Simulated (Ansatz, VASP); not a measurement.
# Two plane-wave programs on Bi

POSCAR

```
Bi
1.0
   -1.9546511608      1.9546511608      1.9546511608
    1.9546511608     -1.9546511608      1.9546511608
    1.9546511608      1.9546511608     -1.9546511608
Bi
1
Direct
    0.0000000000      0.0000000000      0.0000000000
```

The input INCAR.step1:

```
  PREC = Accurate
  ENCUT = 520
  EDIFF = 1E-5
  ISMEAR = -1
  SIGMA = 0.05
  LREAL = F
  LASPH = T
  NELM = 60
  ALGO = Normal
  ISIF = 2
  LWAVE = T
  LCHARG = F
  GGA = PE
  NBANDS = 14
```

INCAR.step2

```
  PREC = Accurate
  ENCUT = 520
  EDIFF = 1E-6
  ISMEAR = -1
  SIGMA = 0.05
  LREAL = F
  LASPH = T
  NELM = 60
  ALGO = Normal
  ISIF = 2
  LWAVE = F
  LCHARG = F
  GGA = B5
  LHFCALC = T
  AEXX = 0.2
  AGGAX = 0.72
  AGGAC = 0.81
  ALDAC = 0.19
  PRECFOCK = Normal
  ISTART = 1
  NBANDS = 14
```

KPOINTS

```
regular mesh
0
Gamma
  5 5 5
```

File input.yaml:

```yaml
crystal:
  lattice:
    - [-1.9546511608, 1.9546511608, 1.9546511608]
    - [1.9546511608, -1.9546511608, 1.9546511608]
    - [1.9546511608, 1.9546511608, -1.9546511608]
  atoms:
    - { symbol: Bi, position: [0.0, 0.0, 0.0] }
hamiltonian:
  xc: b3lyp5
  pseudopotentials: { kind: paw }
kpoints:
  mp_grid: { grid: [5, 5, 5] }
scf:
  occupations: { method: fermi_dirac, width: 0.05 }
output:
  forces: true
  stress: true
  eigenvalues: true
```

Alike in both runs: task single point; functional B3LYP5; k mesh 5 × 5 × 5; occupations fermi-dirac, width 0.05 eV; no spin polarisation.

```csv
,VASP,Ansatz
version,VASP 6.6.1,Ansatz 0.2.0
potentials or method,"VASP PAW PBE potentials, release 64 (Bi_d)",Ansatz PAW
plane-wave cutoff (eV),520,420
valence electrons in the cell,15,15
```

VASP gave:

```
gap on the k mesh at the Fermi level (eV) : none
pressure (GPa)                            : 4.7
```

Task: What did Ansatz give for the same quantities?

Result: gap on the k mesh at the Fermi level (eV): none; pressure (GPa): 4.6.

VASP's potentials were made for PBE, not for B3LYP5. A gap of «none» marks a metal or a gap that the smearing closes. With one functional, cell and mesh, what is left measures potentials, basis and numerics.

The k mesh is coarse, so the values compare programs but aren't converged. Spin-orbit coupling is off throughout.
